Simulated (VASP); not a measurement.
# Os (P6_3/mmc) in VASP: notebook

Os is run at these levels: LDA; tasks: single point.

Everything below comes from runs of VASP 6.6.1. Logs are shortened: lines on timing, memory, paths and dates and some standing lists are left out, and cuts for length are marked.

## Step 1: The cell of the first run

Symmetry: P6_3/mmc, No. 194, hexagonal system. The conventional cell has a = 2.703 Å, b = 2.703 Å, c = 4.279 Å, α = 90.00°, β = 90.00°, γ = 120.00°. Within 3.5 Å of Os (site symmetry -6m2) lie 12 Os at 2.65 to 2.70 Å.

## Step 2: Single point, LDA

The input, INCAR:

```
PREC = Accurate
ENCUT = 520
EDIFF = 1E-7
ISMEAR = -1
SIGMA = 0.05
LREAL = F
LASPH = T
NELM = 100
ALGO = Normal
ISIF = 2
LWAVE = F
LCHARG = F
GGA = CA
NBANDS = 15
```

The input, KPOINTS:

```
regular mesh
0
Gamma
  9 9 5
```

The input, POSCAR:

```
Os
1.0
    2.7031770536      0.0000000000      0.0000000000
   -1.3515885268      2.3410199994      0.0000000000
    0.0000000000      0.0000000000      4.2790707365
Os
2
Direct
    0.3333333333      0.6666666667      0.2500000000
    0.6666666667      0.3333333333      0.7500000000
```

Potentials or basis: VASP PAW LDA potentials, release 64 (Os).

Started as:

```
> cat potpaw_LDA.64/Os/POTCAR > POTCAR
> mpirun -np 1 vasp_std > vasp.out
```

OUTCAR:

```text
PREC = Accurate
   ENCUT = 520
   EDIFF = 1E-7
   ISMEAR = -1
   LREAL = F
   LASPH = T
   NELM = 100
   ISIF = 2
   GGA = CA

 ion  position               nearest neighbor table
   1  0.333  0.667  0.250-   2 2.65   2 2.65   2 2.65   2 2.65   2 2.65   2 2.65
   2  0.667  0.333  0.750-   1 2.65   1 2.65   1 2.65   1 2.65   1 2.65   1 2.65

  LATTYP: Found a hexagonal cell.
 ALAT       =     2.7031770536
 C/A-ratio  =     1.5829783442

  Lattice vectors:

 A1 = (   2.7031770536,   0.0000000000,   0.0000000000)
 A2 = (  -1.3515885268,   2.3410199994,   0.0000000000)
 A3 = (   0.0000000000,   0.0000000000,   4.2790707365)

Analysis of symmetry for initial positions (statically):
=====================================================================
 Subroutine PRICEL returns:
 Original cell was already a primitive cell.

 Routine SETGRP: Setting up the symmetry group for a
 hexagonal supercell.

 Subroutine GETGRP returns: Found 24 space group operations
 (whereof 12 operations were pure point group operations)
 out of a pool of 24 trial point group operations.

The static configuration has the point symmetry D_3d.
 The point group associated with its full space group is D_6h.

Analysis of symmetry for dynamics (positions and initial velocities):
=====================================================================
 Subroutine PRICEL returns:
 Original cell was already a primitive cell.

 Routine SETGRP: Setting up the symmetry group for a
 hexagonal supercell.

 Subroutine GETGRP returns: Found 24 space group operations
 (whereof 12 operations were pure point group operations)
 out of a pool of 24 trial point group operations.

The dynamic configuration has the point symmetry D_3d.
 The point group associated with its full space group is D_6h.

 Subroutine INISYM returns: Found 24 space group operations
 (whereof 12 operations are pure point group operations),
 and found     1 'primitive' translations

----------------------------------------------------------------------------------------

                                     Primitive cell

  volume of cell :      27.0788

  direct lattice vectors                    reciprocal lattice vectors
     2.703177054  0.000000000  0.000000000     0.369935073  0.213582114  0.000000000
    -1.351588527  2.341019999  0.000000000     0.000000000  0.427164228  0.000000000
     0.000000000  0.000000000  4.279070736     0.000000000  0.000000000  0.233695599

  length of vectors
     2.703177054  2.703177054  4.279070736     0.427164228  0.427164228  0.233695599

  position of ions in fractional coordinates (direct lattice)
     0.333333333  0.666666667  0.250000000
     0.666666667  0.333333333  0.750000000

  ion indices of the primitive-cell ions
   primitive index   ion index
                 1           1
                 2           2

----------------------------------------------------------------------------------------

 KPOINTS: regular mesh

Automatic generation of k-mesh.
 Grid dimensions read from file:
 generate k-points for:    9    9    5

 Generating k-lattice:

  Cartesian coordinates                     Fractional coordinates (reciprocal lattice)
     0.041103897  0.023731346  0.000000000     0.111111111  0.000000000  0.000000000
     0.000000000  0.047462692  0.000000000     0.000000000  0.111111111  0.000000000
     0.000000000  0.000000000  0.046739120     0.000000000  0.000000000  0.200000000

  Length of vectors
     0.047462692  0.047462692  0.046739120

  Shift w.r.t. Gamma in fractional coordinates (k-lattice)
     0.000000000  0.000000000  0.000000000

 Subroutine IBZKPT returns following result:
 ===========================================

 Found     36 irreducible k-points:

 Following reciprocal coordinates:
            Coordinates               Weight
  0.000000  0.000000  0.000000      1.000000
  0.111111  0.000000  0.000000      6.000000
  0.222222  0.000000  0.000000      6.000000
  0.333333  0.000000  0.000000      6.000000
  0.444444  0.000000  0.000000      6.000000
  0.111111  0.111111  0.000000      6.000000
[... 16 lines left out ...]
  0.333333  0.222222  0.200000     24.000000
  0.333333  0.333333  0.200000      4.000000
 [... further k-points ...]
   k-points           NKPTS =     36   k-points in BZ     NKDIM =     36   number of bands    NBANDS=     15
   number of dos      NEDOS =    301   number of ions     NIONS =      2
   total plane-waves  NPLWV =  12800
   dimension x,y,z NGX =    20 NGY =   20 NGZ =   32
   dimension x,y,z NGXF=    40 NGYF=   40 NGZF=   64
   ions per type =               2
   NGX,Y,Z   is equivalent  to a cutoff of  12.30, 12.30, 12.43 a.u.
   NGXF,Y,Z  is equivalent  to a cutoff of  24.60, 24.60, 24.86 a.u.
 SYSTEM =  unknown system
   PREC   = accura    normal or accurate (medium, high low for compatibility)
   ISTART =      0    job   : 0-new  1-cont  2-samecut
   ICHARG =      2    charge: 1-file 2-atom 10-const
   ISPIN  =      1    spin polarized calculation?
   LNONCOLLINEAR =      F non collinear calculations
   LSORBIT =      F    spin-orbit coupling
   LASPH  =      T    aspherical Exc in radial PAW
   ENCUT  =  520.0 eV  38.22 Ry    6.18 a.u.   5.03  5.03  7.96*2*pi/ulx,y,z
   NELM   =    100;   NELMIN=  2; NELMDL= -5     # of ELM steps
   EDIFF  = 0.1E-06   stopping-criterion for ELM
   LREAL  =      F    real-space projection
   EDIFFG = 0.1E-05   stopping-criterion for IOM
   NSW    =      0    number of steps for IOM
   IBRION =     -1    ionic relax: 0-MD 1-quasi-New 2-CG
   NFREE  =      0    steps in history (QN), initial steepest desc. (CG)
   ISIF   =      2    stress and relaxation
   ISYM   =      2    0-nonsym 1-usesym 2-fastsym
   POTIM  = 0.5000    time-step for ionic-motion
   TEBEG  =    0.0;   TEEND  =   0.0 temperature during run
   PSTRESS=    0.0 pullay stress
   NELECT =      16.0000    total number of electrons
   NUPDOWN=      -1.0000    fix difference up-down
   EMIN   =  10.00;   EMAX   =-10.00  energy-range for DOS
   EFERMI =   0.00;   METHOD = LEGACY
   ISMEAR =    -1;   SIGMA  =   0.05  broadening in eV -4-tet -1-fermi 0-gaus
   EFERMI_NEDOS =   21; number of points for ismear=-14 and -15
   IALGO  =     38    algorithm
   IMIX   =      4    mixing-type and parameters
     AMIX     =   0.40;   BMIX     =  1.00
     AMIX_MAG =   1.60;   BMIX_MAG =  1.00
  volume/ion in A,a.u.               =      13.54        91.37
  Fermi-wavevector in a.u.,A,eV,Ry     =   1.373742  2.595996 25.676462  1.887167
  Thomas-Fermi vector in A             =   2.499231
   LORBIT       =      0    0 simple, 1 ext, 2 COOP (PROOUT), +10 PAW based schemes
   GGA     = CA    functional components
   LHFCALC =     F    Hartree Fock is set to
   AEXX    =    0.0000 exact exchange contribution
   IVDW    =     0    specifies the selected vdW correction
   LEPSILON=     F    determine dielectric tensor
   LRPA    =     F    only Hartree local field effects (RPA)
 non-spin polarized calculation
  energy-cutoff  :      520.00
  volume of cell :       27.08
 maximum number of plane-waves:       744
 NGX is ok and might be reduce to    20
   NGX =  9   NGY =  9   NGZ = 15

 number of electron      15.9999998 magnetization

 Free energy of the ion-electron system (eV)
  ---------------------------------------------------
  ext. energy  EPLUGINS =         0.00000000
  ---------------------------------------------------
  free energy    TOTEN  =       -25.33125830 eV

  energy without entropy =      -25.32232900  energy(sigma->0) =      -25.32679365

 E-fermi :  10.1085     XC(G=0): -14.3634

 val. band max:       10.0956572654   @ k =   0.1111   0.1111   0.4000
 cond. band min:      10.1243225099   @ k =   0.1111   0.0000   0.4000
 fundamental gap:      0.0286652445
 Fermi energy:        10.1084992932

 k-point     1 :       0.0000    0.0000    0.0000
  band No.  band energies     occupation
      1      -1.2620      2.00000
      2       1.8192      2.00000
      3       6.6800      2.00000
      4       6.6800      2.00000
      5       6.9292      2.00000
      6       7.5600      2.00000
      7       7.5600      2.00000
      8       8.2814      2.00000
      9       8.2814      2.00000
     10      10.0358      1.62131
     11      11.6737      0.00000
     12      11.6737      0.00000
     13      19.3574      0.00000
     14      24.0068      0.00000
     15      26.7247      0.00000

 k-point     2 :       0.1111    0.0000    0.0000
  band No.  band energies     occupation
      1      -0.7501      2.00000
      2       2.2630      2.00000
      3       5.9397      2.00000
      4       7.1384      2.00000
      5       7.2330      2.00000
      6       7.4988      2.00000
      7       7.6083      2.00000
      8       7.9328      2.00000
      9       7.9889      2.00000
     10       8.6860      2.00000
     11      11.9130      0.00000
     12      13.9365      0.00000
     13      19.3074      0.00000
     14      25.0444      0.00000
     15      27.3546      0.00000

 k-point     3 :       0.2222    0.0000    0.0000
  band No.  band energies     occupation
      1       0.5827      2.00000
      2       3.0701      2.00000
      3       5.3219      2.00000
      4       5.5768      2.00000
      5       6.7384      2.00000
      6       7.2286      2.00000
      7       8.0218      2.00000
      8       8.4390      2.00000
      9       8.7145      2.00000
     10       9.1908      2.00000
     11      12.3304      0.00000
     12      17.0102      0.00000
     13      18.9872      0.00000
     14      25.3976      0.00000
     15      26.7563      0.00000
[... 343 lines left out ...]
 k-point    23 :       0.3333    0.2222    0.2000
  band No.  band energies     occupation
      1       3.0100      2.00000
      2       3.9663      2.00000
      3       4.2162      2.00000
      4       4.8702      2.00000
      5       6.1447      2.00000
      6       7.0216      2.00000
      7       8.1175      2.00000
      8      10.7067      0.00001
      9      11.1781      0.00000
     10      12.4423      0.00000
     11      15.1457      0.00000
     12      16.8193      0.00000
     13      19.6040      0.00000
     14      20.3548      0.00000
     15      23.4826      0.00000

 k-point    24 :       0.3333    0.3333    0.2000
  band No.  band energies     occupation
      1       3.4350      2.00000
      2       4.1583      2.00000
      3       4.1583      2.00000
      4       5.1547      2.00000
      5       6.3258      2.00000
      6       6.3258      2.00000
      7       8.3679      2.00000
      8      10.7696      0.00000
      9      11.5694      0.00000
     10      11.5694      0.00000
     11      16.1119      0.00000
     12      16.1119      0.00000
     13      18.6708      0.00000
     14      23.2341      0.00000
     15      23.2341      0.00000

 [... further k-points ...]
[... 5 lines left out ...]
  --------------------------------------------------------------------------------------
  -------------------------------------------------------------------------------------
  Total        1.0488759      1.0488759      1.0251506     -0.0000000      0.0000000     -0.0000000
  in kB       62.0591221     62.0591221     60.6553597     -0.0000000      0.0000000     -0.0000000
  external PRESSURE =      61.5912013 kB  Pullay stress =       0.0000000 kB

 VOLUME and BASIS-vectors are now :
 -----------------------------------------------------------------------------
  energy-cutoff  :      520.00
  volume of cell :       27.08
      direct lattice vectors                 reciprocal lattice vectors
     2.703177054  0.000000000  0.000000000     0.369935073  0.213582114  0.000000000
    -1.351588527  2.341019999  0.000000000     0.000000000  0.427164228  0.000000000
     0.000000000  0.000000000  4.279070736     0.000000000  0.000000000  0.233695599

 POSITION                                       TOTAL-FORCE (eV/Angst)
 -----------------------------------------------------------------------------------
     -0.00000      1.56068      1.06977        -0.000000      0.000000      0.000000
      1.35159      0.78034      3.20930         0.000000     -0.000000      0.000000
 -----------------------------------------------------------------------------------
    total drift:                               -0.000000      0.000000     -0.000000

  FREE ENERGIE OF THE ION-ELECTRON SYSTEM (eV)
  ---------------------------------------------------
  free  energy   TOTEN  =       -25.3312582990 eV

  energy  without entropy=      -25.3223289974  energy(sigma->0) =      -25.32679365
```

Wall time 23 s (1 thread of AMD EPYC 7R13, shared host); peak memory 0.1 GiB.

What came out:

```yaml
Free_energy: -25.3313 eV
Pressure: 6.2 GPa
Band_gap_on_the_k_mesh: zero (band 8 reaches 12.03 eV, above the bottom of band 9 at 7.99 eV)
```

Levels at points of the mesh, in eV from the Fermi level:
```
           k point  band 5  band 6  band 7  band 8  band 9  band 10  band 11  band 12
(0.00, 0.00, 0.00)   -3.18   -2.55   -2.55   -1.83   -1.83    -0.07     1.57     1.57
```

Caveat: spin-orbit coupling is left out, which moves the levels of the heavy elements.

## Step 3: Single point, LDA

This run uses another cell than the first one, of 13.40 Å³/atom, 0.990 times its volume.

The input, INCAR:

```
PREC     = Accurate       # precision mode
ENCUT    = 520            # plane-wave cutoff, eV
EDIFF    = 1E-6           # SCF threshold, eV
ISMEAR   = -1             # smearing method
SIGMA    = 0.05           # smearing width, eV
LREAL    = False          # projectors in reciprocal space
LASPH    = True           # aspherical terms in the spheres
NELM     = 100            # most SCF steps
ALGO     = Normal         # electronic algorithm
ISIF     = 2              # what is computed and relaxed
LWAVE    = False          # write WAVECAR
LCHARG   = False          # write CHGCAR
NBANDS   = 15             # bands
```

The input, KPOINTS:

```
Automatic mesh
0
Gamma
  9 9 5
```

The input, POSCAR:

```
Os
1.0
    2.6934947182      0.0000000000      0.0000000000
   -1.3467473591      2.3326348509      0.0000000000
    0.0000000000      0.0000000000      4.2655461046
Os
2
Direct
    0.3333333333      0.6666666667      0.2500000000
    0.6666666667      0.3333333333      0.7500000000
```

Potentials or basis: VASP PAW LDA potentials, release 64 (Os).

Started as:

```
> cat potpaw_LDA.64/Os/POTCAR > POTCAR
> mpirun -np 1 vasp_std > vasp.out
```

Wall time 21 s (1 thread of AMD EPYC 7R13, shared host); peak memory 0.1 GiB.

It converged, with:

```
Free energy            : -25.3157 eV
Pressure               : 11.3 GPa
Band gap on the k mesh : zero (band 8 reaches 12.24 eV, above the bottom of band 9 at 8.13 eV)
```

Stress tensor (GPa, compression positive):
```
11.35  0.00  0.00
 0.00 11.35  0.00
 0.00  0.00 11.21
```

Levels at points of the mesh, in eV from the Fermi level:
```
           k point  band 6  band 7  band 8  band 9  band 10  band 11
(0.00, 0.00, 0.00)   -2.59   -2.59   -1.85   -1.85    -0.08     1.59
```

Caveat: spin-orbit coupling is left out, which moves the levels of the heavy elements.
